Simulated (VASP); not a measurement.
Write the native input for VASP 6.6.1 that does the following.

| Property | Result |
| --- | --- |
| Task | single point |
| Functional | PBEsol |
| Potentials or basis | VASP PAW PBE potentials, release 64 (Hg) |
| Cutoff | 520 eV |
| k mesh | 11 × 11 × 11 |
| Occupations | fermi-dirac, width 0.1 eV |
| Spin | non-collinear spin, zero start, spin-orbit coupling |
| Starting moments | [[0.0, 0.0, 0.0]] μB |
| Dipole correction | no |
| Further INCAR settings | ALGO = Normal; EDIFF = 1e-07; NBANDS = 23 |

The structure of Hg lies in POSCAR:

```
Hg
1.0
    1.7724297537      1.0233127954      2.1954838308
   -1.7724297537      1.0233127954      2.1954838308
    0.0000000000     -2.0466255908      2.1954838308
Hg
1
Direct
    0.0000000000      0.0000000000      0.0000000000
```

One way to write it, as run:

INCAR

```
SYSTEM = Hg
PREC = Accurate
ENCUT = 520
EDIFF = 1E-7
ISMEAR = -1
SIGMA = 0.1
LREAL = .FALSE.
LASPH = .TRUE.
NELM = 150
ALGO = Normal
ISIF = 2
LWAVE = .FALSE.
LCHARG = .FALSE.
MAGMOM = 0 0 0
LORBIT = 11
LSORBIT = .TRUE.
GGA_COMPAT = .FALSE.
LORBMOM = .TRUE.
GGA = PS
NBANDS = 23
```

KPOINTS

```
regular mesh
0
G
  11 11 11
  0 0 0
```

Potentials or basis: VASP PAW PBE potentials, release 64 (Hg).

Run with:

```console
$ cat potpaw_PBE.64/Hg/POTCAR > POTCAR
$ mpirun -np 1 vasp_ncl > vasp.out
```

Results of the run:

```json
{"Pressure": "-0.6 GPa", "Net moment": "0.00 μB per cell", "Valence electrons inside the program's atomic spheres": "Hg 10.46"}
```

Caveat: the PAW data sets were made with another functional, which shifts forces and pressure a little.

It took 4.8 min on 1 thread of Oxide Virtual Turin-like Processor (shared host), peak memory 0.24 GiB.
